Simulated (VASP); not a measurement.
# BAs (F-43m) in VASP: a series of runs, part 3 of 3

VASP 6.6.1. The steps go on from the part before.

**6. Vibrations by perturbation theory, PBE**

This run uses another cell than the first one, of 13.70 Å³/atom, 1.248 times its volume.

The input, INCAR:

```
SYSTEM = BAs
PREC     = Accurate       ! precision mode
ENCUT    = 520            ! plane-wave cutoff, eV
EDIFF    = 1E-8           ! SCF threshold, eV
ISMEAR   = 0              ! smearing method
SIGMA    = 0.01           ! smearing width, eV
LREAL    = .False.        ! projectors in reciprocal space
LASPH    = .True.         ! aspherical terms in the spheres
NELM     = 60             ! most SCF steps
ALGO     = Normal         ! electronic algorithm
ISIF     = 2              ! what is computed and relaxed
LWAVE    = .False.        ! write WAVECAR
LCHARG   = .False.        ! write CHGCAR
GGA      = PE             ! functional
NBANDS   = 11             ! bands
IBRION   = 8              ! ionic algorithm
NSW      = 1              ! ionic steps
LEPSILON = .True.         ! dielectric tensor by DFPT
```

The input, KPOINTS:

```
regular mesh
0
Gamma
  10 10 10
  0 0 0
```

The input, POSCAR:

```
BAs
1.0
    0.0000000000      2.3928365477      2.3928365477
    2.3928365477      0.0000000000      2.3928365477
    2.3928365477      2.3928365477      0.0000000000
B As
1 1
Direct
    0.0000000000      0.0000000000      0.0000000000
    0.7500000000      0.7500000000      0.7500000000
```

Potentials or basis: VASP PAW PBE potentials, release 64 (B, As).

The run is started by

```console
> cat potpaw_PBE.64/B/POTCAR potpaw_PBE.64/As/POTCAR > POTCAR
> mpirun -np 1 vasp_std > vasp.out
```

OUTCAR:

```text
SYSTEM = BAs
   PREC = Accurate
   ENCUT = 520
   EDIFF = 1E-8
   ISMEAR = 0
   LREAL = .False.
   LASPH = .True.
   NELM = 60
   ISIF = 2
   GGA = PE
   IBRION = 8
   NSW = 1
   LEPSILON = .True.

 ion  position               nearest neighbor table
   1  0.000  0.000  0.000-   2 2.07   2 2.07   2 2.07   2 2.07
   2  0.750  0.750  0.750-   1 2.07   1 2.07   1 2.07   1 2.07

  LATTYP: Found a face centered cubic cell.
 ALAT       =     4.7856730954

  Lattice vectors:

 A1 = (   0.0000000000,   2.3928365477,   2.3928365477)
 A2 = (   2.3928365477,   0.0000000000,   2.3928365477)
 A3 = (   2.3928365477,   2.3928365477,   0.0000000000)

Analysis of symmetry for initial positions (statically):
=====================================================================
 Subroutine PRICEL returns:
 Original cell was already a primitive cell.

 Routine SETGRP: Setting up the symmetry group for a
 face centered cubic supercell.

 Subroutine GETGRP returns: Found 24 space group operations
 (whereof 24 operations were pure point group operations)
 out of a pool of 48 trial point group operations.

The static configuration has the point symmetry T_d .

Analysis of symmetry for dynamics (positions and initial velocities):
=====================================================================
 Subroutine PRICEL returns:
 Original cell was already a primitive cell.

 Routine SETGRP: Setting up the symmetry group for a
 face centered cubic supercell.
[... 595 lines left out ...]

 PIEZOELECTRIC TENSOR (including local field effects)  for field in x, y, z        (C/m^2)
          XX          YY          ZZ          XY          YZ          ZX
  --------------------------------------------------------------------------------
  x     0.00000    -0.00000    -0.00000     0.00000    -0.08322     0.00000
  y    -0.00000     0.00000    -0.00000     0.00000     0.00000    -0.08322
  z     0.00000     0.00000     0.00000    -0.08322     0.00000     0.00000

 BORN EFFECTIVE CHARGES (including local field effects) (in |e|, cummulative output)
 ---------------------------------------------------------------------------------
 ion    1
    1    -0.51275     0.00000     0.00000
    2    -0.00000    -0.51275     0.00000
    3    -0.00000    -0.00000    -0.51275
 ion    2
    1     0.51275    -0.00000    -0.00000
    2     0.00000     0.51275     0.00000
    3     0.00000     0.00000     0.51275

 INTERNAL STRAIN TENSOR FOR ION    2 for displacements in x,y,z  (eV/Angst):
          X           Y           Z          XY          YZ          ZX
  --------------------------------------------------------------------------------
  x    -0.00000     0.00000     0.00000     0.00000     6.97598     0.00000
  y     0.00000    -0.00000     0.00000     0.00000     0.00000     6.97598
  z     0.00000     0.00000    -0.00000     6.97598     0.00000     0.00000

 SECOND DERIVATIVES (NOT SYMMETRIZED)
 ------------------------------------
               1X          1Y          1Z          2X          2Y          2Z
  1X   -16.651404    0.000000    0.000000   16.651404    0.000000    0.000000
  1Y     0.000000  -16.651404    0.000000    0.000000   16.651404    0.000000
  1Z     0.000000    0.000000  -16.651404    0.000000    0.000000   16.651404
  2X    16.648087    0.000000    0.000000  -16.648087    0.000000    0.000000
  2Y     0.000000   16.648087    0.000000    0.000000  -16.648087    0.000000
  2Z     0.000000    0.000000   16.648087    0.000000    0.000000  -16.648087

 Eigenvectors and eigenvalues of the dynamical matrix
 ----------------------------------------------------

   1 f  =   20.754252 THz   130.402812 2PiTHz  692.287336 cm-1    85.832652 meV
             X         Y         Z           dx          dy          dz
      0.000000  0.000000  0.000000     0.934837    0.000000    0.000000
      3.589255  3.589255  3.589255    -0.355076    0.000000    0.000000
[... 21 lines left out ...]
   6 f/i=    0.000686 THz     0.004312 2PiTHz    0.022890 cm-1     0.002838 meV
             X         Y         Z           dx          dy          dz
      0.000000  0.000000  0.000000    -0.069296   -0.341284   -0.069296
      3.589255  3.589255  3.589255    -0.182442   -0.898527   -0.182442

--------------------------------------------------------------------------------------------------------

 MACROSCOPIC STATIC DIELECTRIC TENSOR IONIC CONTRIBUTION
 ------------------------------------------------------
           0.104280    -0.000000    -0.000000
          -0.000000     0.104280     0.000000
          -0.000000     0.000000     0.104280
 ------------------------------------------------------

 ELASTIC MODULI CONTR FROM IONIC RELAXATION (kBar)
 Direction    XX          YY          ZZ          XY          YZ          ZX
 --------------------------------------------------------------------------------
 XX          -0.0000     -0.0000     -0.0000      0.0000      0.0000     -0.0000
 YY          -0.0000     -0.0000      0.0000      0.0000      0.0000      0.0000
 ZZ          -0.0000      0.0000     -0.0000      0.0000      0.0000     -0.0000
 XY           0.0000      0.0000      0.0000   -179.9020      0.0000      0.0000
 YZ           0.0000      0.0000      0.0000      0.0000   -179.9020      0.0000
 ZX          -0.0000      0.0000     -0.0000      0.0000      0.0000   -179.9020
 --------------------------------------------------------------------------------

 PIEZOELECTRIC TENSOR IONIC CONTR  for field in x, y, z        (C/m^2)
          XX          YY          ZZ          XY          YZ          ZX
  --------------------------------------------------------------------------------
  x    -0.00000    -0.00000    -0.00000    -0.00000     0.12888    -0.00000
  y     0.00000    -0.00000     0.00000     0.00000     0.00000     0.12888
  z    -0.00000    -0.00000    -0.00000     0.12888     0.00000     0.00000
```

stdout:

```text
POSCAR found type information on POSCAR B As
 POSCAR found :  2 types and       2 ions
 scaLAPACK will be used
 LDA part: xc-table for (Slater+PW92), standard interpolation
 POSCAR, INCAR and KPOINTS ok, starting setup
 FFT: planning ... GRIDC
 FFT: planning ... GRID_SOFT
 FFT: planning ... GRID
 WAVECAR not read
 entering main loop
[... 24 lines left out ...]
 dielectric tensor                  component  3 :     1.819     2.187     9.900
 Linear response DOF=           2
 Linear response progress:
 first order change of Fermi-energy   0.97165E-01
 force on displaced ion       1 direction 1 : -16.651  -0.000  -0.000
 Born effective charge ion    1 direction 1 :  -0.527   0.000   0.000
 Linear response progress:
 first order change of Fermi-energy  -0.96966E-01
 force on displaced ion       2 direction 1 : -16.648   0.000   0.000
 Born effective charge ion    2 direction 1 :   0.503   0.000   0.000
 Born effective charges drift removed
 Linear response finished
```

Wall time 4.6 min (1 thread of Intel Xeon Platinum 8488C (Sapphire Rapids), shared host); peak memory 0.28 GiB.

What came out:

```
Electronic dielectric tensor (diagonal)                 : 9.90
Born charges (mean of the diagonal)                     : B -0.51; As +0.51 e
Highest phonon frequency at Γ, LO-TO splitting left out : 692 cm⁻¹
```

Phonon frequencies in cm⁻¹ (negative: imaginary):
| q point | frequencies |
| --- | --- |
| (0.000, 0.000, 0.000) | 0 0 0 692 692 692 |

Electronic dielectric tensor:
```
9.90 0.00 0.00
0.00 9.90 0.00
0.00 0.00 9.90
```

Born effective charge tensors (e):
atom 1, B
```
-0.51  0.00  0.00
 0.00 -0.51  0.00
 0.00  0.00 -0.51
```
atom 2, As
```
0.51 0.00 0.00
0.00 0.51 0.00
0.00 0.00 0.51
```

Caveat: the cell wasn't relaxed at this level first, which shifts response properties.
